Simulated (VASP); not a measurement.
# TiO2 (P1) in VASP: relaxation of cell and atoms with LDA

Aim: the relaxation of cell and atoms of TiO2 with LDA.

Program: VASP 6.6.1. These are calculated values, not measurements. Logs are shortened: lines on timing, memory, paths and dates and some standing lists are left out, and cuts for length are marked.

### 1 The cell of the first run

The typed cell holds 6 atoms: a = 3.739 Å, b = 3.739 Å, c = 5.417 Å, α = 110.18°, β = 110.18°, γ = 90.00°.

### 2 Relaxation of cell and atoms, LDA

INCAR reads:

```
  ALGO = Normal
  EDIFF = 1E-7
  EDIFFG = -0.01
  ENCUT = 600
  GGA_COMPAT = False
  IBRION = 2
  ISIF = 3
  ISMEAR = 0
  LASPH = True
  LCHARG = False
  LREAL = False
  LWAVE = False
  NELM = 120
  NELMIN = 4
  NSW = 100
  PREC = Accurate
  SIGMA = 0.05
```

KPOINTS reads:

```
k-points
0
Gamma
  6 6 6
```

POSCAR reads:

```
TiO2
1.0
    2.6439701383     -2.6439844163     -0.0194578682
    2.6439701383      2.6439844163     -0.0194578682
   -2.6076204707      0.0000000000      4.7475905808
Ti O
2 4
Direct
    0.1048599497      0.9031498664      0.2460086151
    0.8546921485      0.1533176676      0.7460086151
    0.3430349328      0.0690039501      0.6679386066
    0.6771890182      0.9027622829      0.3360527784
    0.9269911419      0.6529601592      0.8360527784
    0.0932328091      0.3188060738      0.1679386066
```

Potentials or basis: VASP PAW LDA potentials, release 64 (Ti_sv, O).

Started as:

```console
$ cat potpaw_LDA.64/Ti_sv/POTCAR potpaw_LDA.64/O/POTCAR > POTCAR
$ mpirun -np 1 vasp_std > vasp.out
```

OUTCAR:

```text
EDIFF = 1E-7
   EDIFFG = -0.01
   ENCUT = 600
   IBRION = 2
   ISIF = 3
   ISMEAR = 0
   LASPH = True
   LREAL = False
   NELM = 120
   NELMIN = 4
   NSW = 100
   PREC = Accurate

 ion  position               nearest neighbor table
   1  0.105  0.903  0.246-   6 1.74   4 1.83   5 1.95   3 2.00   4 2.02   6 2.07
   2  0.855  0.153  0.746-   5 1.76   3 1.81   4 1.95   6 2.00   3 2.01   5 2.09
   3  0.343  0.069  0.668-   2 1.81   1 2.00   2 2.01
   4  0.677  0.903  0.336-   1 1.83   2 1.95   1 2.02
   5  0.927  0.653  0.836-   2 1.76   1 1.95   2 2.09
   6  0.093  0.319  0.168-   1 1.74   2 2.00   1 2.07

  LATTYP: Found a base centered monoclinic cell.
 ALAT       =     5.2880834717
 B/A-ratio  =     0.9999783212
 C/A-ratio  =     1.0242985982
 COS(beta)  =    -0.4878520667

  Lattice vectors:

 A1 = (   2.6439701383,  -2.6439844163,  -0.0194578682)
 A2 = (   2.6439701383,   2.6439844163,  -0.0194578682)
 A3 = (  -2.6076204707,   0.0000000000,   4.7475905808)

Analysis of symmetry for initial positions (statically):
=====================================================================
 Subroutine PRICEL returns:
 Original cell was already a primitive cell.

 Routine SETGRP: Setting up the symmetry group for a
 base centered monoclinic supercell.

 Subroutine GETGRP returns: Found  1 space group operations
 (whereof  1 operations were pure point group operations)
 out of a pool of  4 trial point group operations.

The static configuration has the point symmetry C_1 .

Analysis of symmetry for dynamics (positions and initial velocities):
=====================================================================
 Subroutine PRICEL returns:
 Original cell was already a primitive cell.

 Routine SETGRP: Setting up the symmetry group for a
 base centered monoclinic supercell.

 Subroutine GETGRP returns: Found  1 space group operations
 (whereof  1 operations were pure point group operations)
 out of a pool of  4 trial point group operations.

The dynamic configuration has the point symmetry C_1 .

 Subroutine INISYM returns: Found  1 space group operations
 (whereof  1 operations are pure point group operations),
 and found     1 'primitive' translations

----------------------------------------------------------------------------------------

                                     Primitive cell

  volume of cell :      66.1089

  direct lattice vectors                    reciprocal lattice vectors
     2.643970138 -2.643984416 -0.019457868     0.189877056 -0.189108528  0.104290227
     2.643970138  2.643984416 -0.019457868     0.189877056  0.189108528  0.104290227
    -2.607620471  0.000000000  4.747590581     0.001556412  0.000000000  0.211488020

  length of vectors
     3.739199151  3.739199151  5.416576487     0.287561790  0.287561790  0.211493747

  position of ions in fractional coordinates (direct lattice)
     0.104859950  0.903149866  0.246008615
     0.854692149  0.153317668  0.746008615
     0.343034933  0.069003950  0.667938607
     0.677189018  0.902762283  0.336052778
     0.926991142  0.652960159  0.836052778
     0.093232809  0.318806074  0.167938607

  ion indices of the primitive-cell ions
   primitive index   ion index
                 1           1
                 2           2
                 3           3
                 4           4
                 5           5
                 6           6

----------------------------------------------------------------------------------------

 KPOINTS: k-points

Automatic generation of k-mesh.
 Grid dimensions read from file:
 generate k-points for:    6    6    6

 Generating k-lattice:

  Cartesian coordinates                     Fractional coordinates (reciprocal lattice)
     0.031646176 -0.031518088  0.017381704     0.166666667 -0.000000000  0.000000000
     0.031646176  0.031518088  0.017381704    -0.000000000  0.166666667  0.000000000
     0.000259402  0.000000000  0.035248003     0.000000000  0.000000000  0.166666667

  Length of vectors
     0.047926965  0.047926965  0.035248958

  Shift w.r.t. Gamma in fractional coordinates (k-lattice)
     0.000000000  0.000000000  0.000000000

 Subroutine IBZKPT returns following result:
 ===========================================

 Found    112 irreducible k-points:

 Following reciprocal coordinates:
            Coordinates               Weight
  0.000000  0.000000  0.000000      1.000000
  0.166667 -0.000000  0.000000      2.000000
  0.000000 -0.166667 -0.000000      2.000000
  0.333333 -0.000000  0.000000      2.000000
  0.000000 -0.333333 -0.000000      2.000000
  0.500000 -0.000000  0.000000      1.000000
[... 16 lines left out ...]
  0.000000 -0.166667 -0.166667      2.000000
  0.333333 -0.000000  0.166667      2.000000
 [... further k-points ...]
   k-points           NKPTS =    112   k-points in BZ     NKDIM =    112   number of bands    NBANDS=     28
   number of dos      NEDOS =    301   number of ions     NIONS =      6
   total plane-waves  NPLWV =  43200
   dimension x,y,z NGX =    30 NGY =   30 NGZ =   48
   dimension x,y,z NGXF=    60 NGYF=   60 NGZF=   96
   ions per type =               2   4
   NGX,Y,Z   is equivalent  to a cutoff of  13.34, 13.34, 14.73 a.u.
   NGXF,Y,Z  is equivalent  to a cutoff of  26.68, 26.68, 29.46 a.u.
 SYSTEM =  unknown system
   PREC   = accura    normal or accurate (medium, high low for compatibility)
   ISTART =      0    job   : 0-new  1-cont  2-samecut
   ICHARG =      2    charge: 1-file 2-atom 10-const
   ISPIN  =      1    spin polarized calculation?
   LNONCOLLINEAR =      F non collinear calculations
   LSORBIT =      F    spin-orbit coupling
   LASPH  =      T    aspherical Exc in radial PAW
   ENCUT  =  600.0 eV  44.10 Ry    6.64 a.u.   7.47  7.47 10.82*2*pi/ulx,y,z
   NELM   =    120;   NELMIN=  4; NELMDL= -5     # of ELM steps
   EDIFF  = 0.1E-06   stopping-criterion for ELM
   LREAL  =      F    real-space projection
   EDIFFG = -.1E-01   stopping-criterion for IOM
   NSW    =    100    number of steps for IOM
   IBRION =      2    ionic relax: 0-MD 1-quasi-New 2-CG
   NFREE  =      1    steps in history (QN), initial steepest desc. (CG)
   ISIF   =      3    stress and relaxation
   ISYM   =      2    0-nonsym 1-usesym 2-fastsym
   POTIM  = 0.5000    time-step for ionic-motion
   TEBEG  =    0.0;   TEEND  =   0.0 temperature during run
   PSTRESS=    0.0 pullay stress
   NELECT =      48.0000    total number of electrons
   NUPDOWN=      -1.0000    fix difference up-down
   EMIN   =  10.00;   EMAX   =-10.00  energy-range for DOS
   EFERMI =   0.00;   METHOD = LEGACY
   ISMEAR =     0;   SIGMA  =   0.05  broadening in eV -4-tet -1-fermi 0-gaus
   EFERMI_NEDOS =   21; number of points for ismear=-14 and -15
   IALGO  =     38    algorithm
   IMIX   =      4    mixing-type and parameters
     AMIX     =   0.40;   BMIX     =  1.00
     AMIX_MAG =   1.60;   BMIX_MAG =  1.00
  volume/ion in A,a.u.               =      11.02        74.35
  Fermi-wavevector in a.u.,A,eV,Ry     =   1.471416  2.780572 29.457482  2.165064
  Thomas-Fermi vector in A             =   2.586554
   LORBIT       =      0    0 simple, 1 ext, 2 COOP (PROOUT), +10 PAW based schemes
   GGA     = CA    functional components
   LHFCALC =     F    Hartree Fock is set to
   AEXX    =    0.0000 exact exchange contribution
   IVDW    =     0    specifies the selected vdW correction
   LEPSILON=     F    determine dielectric tensor
   LRPA    =     F    only Hartree local field effects (RPA)
 conjugate gradient relaxation of ions
 non-spin polarized calculation
 Gauss-broadening in eV      SIGMA  =   0.05
  energy-cutoff  :      600.00
  volume of cell :       66.11
 maximum number of plane-waves:      2258
 NGX is ok and might be reduce to    30
   NGX = 15   NGY = 15   NGZ = 21

--------------------------------------- Ionic step        1  -------------------------------------------

 number of electron      47.9999995 magnetization

 Free energy of the ion-electron system (eV)
  ---------------------------------------------------
  ext. energy  EPLUGINS =         0.00000000
  ---------------------------------------------------
  free energy    TOTEN  =       -58.51054904 eV

  energy without entropy =      -58.51054904  energy(sigma->0) =      -58.51054904

------------------------ aborting loop because EDIFF is reached ----------------------------------------

  FORCE on cell =-STRESS in cart. coord.  units (eV):
  Direction    XX          YY          ZZ          XY          YZ          ZX
  --------------------------------------------------------------------------------------
  -------------------------------------------------------------------------------------
  Total        3.7876921      3.0378219      0.8753606      1.8012764      0.1995816      0.0152726
  in kB       91.7963876     73.6229532     21.2147489     43.6547262      4.8369491      0.3701375
  external PRESSURE =      62.2113632 kB  Pullay stress =       0.0000000 kB
[... 101 lines left out ...]
  FREE ENERGIE OF THE ION-ELECTRON SYSTEM (eV)
  ---------------------------------------------------
  free  energy   TOTEN  =       -58.7289374699 eV

  energy  without entropy=      -58.7289374699  energy(sigma->0) =      -58.72893747

[... ionic steps 4 to 13 ...]

--------------------------------------- Ionic step       14  -------------------------------------------

 number of electron      48.0000012 magnetization

------------------------ aborting loop because EDIFF is reached ----------------------------------------
[... 75 lines left out ...]
--------------------------------------- Ionic step       16  -------------------------------------------

 number of electron      48.0000012 magnetization

 Free energy of the ion-electron system (eV)
  ---------------------------------------------------
  ext. energy  EPLUGINS =         0.00000000
  ---------------------------------------------------
  free energy    TOTEN  =       -58.84613178 eV

  energy without entropy =      -58.84613178  energy(sigma->0) =      -58.84613178

 E-fermi :   3.6292     XC(G=0): -11.4784

 val. band max:        3.3045871712   @ k =   0.5000   0.5000   0.5000
 cond. band min:       5.3919941024   @ k =   0.0000   0.0000   0.0000
 fundamental gap:      2.0874069312
 Fermi energy:         3.6292457372

 k-point     1 :       0.0000    0.0000    0.0000
  band No.  band energies     occupation
      1     -52.2238      2.00000
      2     -52.1509      2.00000
      3     -29.1450      2.00000
      4     -28.8707      2.00000
      5     -28.8706      2.00000
      6     -28.7883      2.00000
[... 733 lines left out ...]
     27       6.9706      0.00000
     28       6.9769      0.00000

 [... further k-points ...]

------------------------ aborting loop because EDIFF is reached ----------------------------------------

  FORCE on cell =-STRESS in cart. coord.  units (eV):
  Direction    XX          YY          ZZ          XY          YZ          ZX
  --------------------------------------------------------------------------------------
  -------------------------------------------------------------------------------------
  Total       -0.0112180     -0.0130352      0.0157577      0.0034821     -0.0050502     -0.0010678
  in kB       -0.2708761     -0.3147552      0.3804935      0.0840801     -0.1219453     -0.0257835
  external PRESSURE =      -0.0683793 kB  Pullay stress =       0.0000000 kB
[... 21 lines left out ...]
  FREE ENERGIE OF THE ION-ELECTRON SYSTEM (eV)
  ---------------------------------------------------
  free  energy   TOTEN  =       -58.8461317840 eV

  energy  without entropy=      -58.8461317840  energy(sigma->0) =      -58.84613178

 reached required accuracy - stopping structural energy minimisation
```

Run time: 90 min. Hardware: 1 thread of Intel Xeon 8259CL, shared host; peak memory 0.34 GiB.

What came out:

* Free energy: -58.8461 eV
* Relaxed volume: 11.06 Å³/atom
* Relaxed cell: a = 3.747 Å, b = 3.747 Å, c = 5.418 Å, α = 110.23°, β = 110.22°, γ = 90.00°
* Space group after relaxing (to 0.1 Å): I4_1/amd (No. 141)
* Energy gained by relaxing: 55.9 meV/atom
* Ionic steps: 16
* Pressure after relaxing: 0.0 GPa
* Largest force after relaxing: 0.005 eV/Å
* Band gap on the k mesh: 2.09 eV (least direct gap 2.41 eV)

Forces on the atoms (eV/Å):
```
Ti  -0.004 -0.001  0.003
Ti   0.003 -0.001  0.001
O    0.001  0.000 -0.003
O    0.001  0.001  0.001
O    0.000  0.000  0.000
O    0.000  0.001 -0.002
```

Step by step:
```tsv
step	energy change (eV)	largest force (eV/Å)	pressure (GPa)	volume (Å³)
1	0.0000	2.1577	6.22	66.11
2	-0.0738	1.1972	-11.15	70.26
3	-0.2184	0.8891	-4.41	68.09
4	-0.3037	0.4298	1.10	66.15
5	-0.3038	0.4148	0.86	66.22
6	-0.3254	0.2056	0.62	66.10
7	-0.3254	0.2074	0.62	66.10
8	-0.3317	0.1323	-0.51	66.44
9	-0.3329	0.0882	-1.22	66.67
10	-0.3350	0.0627	0.45	66.24
11	-0.3353	0.0389	0.01	66.35
12	-0.3355	0.0152	0.06	66.32
13	-0.3355	0.0159	0.08	66.32
14	-0.3356	0.0115	-0.03	66.35
15	-0.3356	0.0115	-0.05	66.36
16	-0.3356	0.0053	-0.01	66.35
```

Final structure:
```
CELL_PARAMETERS angstrom
2.64932 -2.64955 -0.01955
2.64925 2.64939 -0.01990
-2.61338 -0.00026 4.74594
ATOMIC_POSITIONS crystal
Ti 0.12519 0.87520 0.24997
Ti 0.87475 0.12490 0.74997
O 0.33320 0.08329 0.66654
O 0.66680 0.91659 0.33349
O 0.91669 0.66675 0.83351
O 0.08337 0.33327 0.16652
```

Levels at points of the mesh, in eV from the valence-band top:
```csv
k point,band 22,band 23,band 24,band 25,band 26,band 27
"(0.00, 0.00, 0.00)",-0.73,-0.47,-0.47,2.09,2.89,4.09
"(0.50, 0.00, 0.00)",-1.00,-0.79,-0.62,3.30,3.63,3.66
"(0.00, 0.50, 0.00)",-1.00,-0.79,-0.62,3.29,3.63,3.66
"(0.50, 0.50, 0.00)",-2.14,0.00,0.00,3.42,3.42,3.94
"(0.00, 0.00, 0.50)",-1.26,-0.08,-0.08,2.47,2.47,3.87
"(0.50, 0.00, 0.50)",-1.00,-0.79,-0.62,3.30,3.63,3.66
"(0.00, 0.50, 0.50)",-1.00,-0.79,-0.62,3.30,3.63,3.66
"(0.50, 0.50, 0.50)",-2.14,0.00,0.00,3.42,3.42,3.94
```

A k mesh can miss the band edges.
